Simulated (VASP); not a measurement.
Wanted: the native input for a VASP 6.6.1 run.

```
Task                   : single point
Functional             : PBE
Potentials or basis    : VASP PAW PBE potentials, release 64 (Ge_d)
Cutoff                 : 520 eV
k mesh                 : 14 × 14 × 14
Occupations            : gaussian, width 0.15 eV
Spin                   : no spin polarisation
Dipole correction      : no
Further INCAR settings : ALGO = Normal; EDIFF = 1e-07; NBANDS = 21
```

The structure of Ge lies in POSCAR:

```
Ge
1.0
    0.0000000000      2.9136331000      2.7863384500
    2.9136331000      0.0000000000      2.7863384500
    2.9136331000      2.9136331000      0.0000000000
Ge
2
Direct
    0.5000000000      0.5000000000      0.5000000000
    0.7500000000      0.7500000000      0.7500000000
```

This cell differs from its parent crystal: strain +0.030 along x and y, -0.015 along z.

These files were run (other wordings do the same):

INCAR

```
SYSTEM = Ge
PREC = Accurate
ENCUT = 520
EDIFF = 1E-7
ISMEAR = 0
SIGMA = 0.15
LREAL = .FALSE.
LASPH = .TRUE.
NELM = 80
ALGO = Normal
ISIF = 2
LWAVE = .FALSE.
LCHARG = .FALSE.
GGA = PE
NBANDS = 21
```

KPOINTS

```
Automatic mesh
0
G
  14 14 14
  0 0 0
```

Potentials or basis: VASP PAW PBE potentials, release 64 (Ge_d).

Command:

```bash
$ cat potpaw_PBE.64/Ge_d/POTCAR > POTCAR
$ mpirun -np 1 vasp_std > vasp.out
```

It gave:

| Item | Value |
| --- | --- |
| Pressure | 0.5 GPa |
| Band gap on the k mesh | 0.04 eV (least direct gap 0.32 eV) |

Caveat: the cell differs from its parent crystal (strain +0.030 along x and y, -0.015 along z); the smearing spreads over this small gap.

Wall time 5.6 min on 1 thread of Intel Xeon 8259CL, on a shared host, peak memory 0.31 GiB.
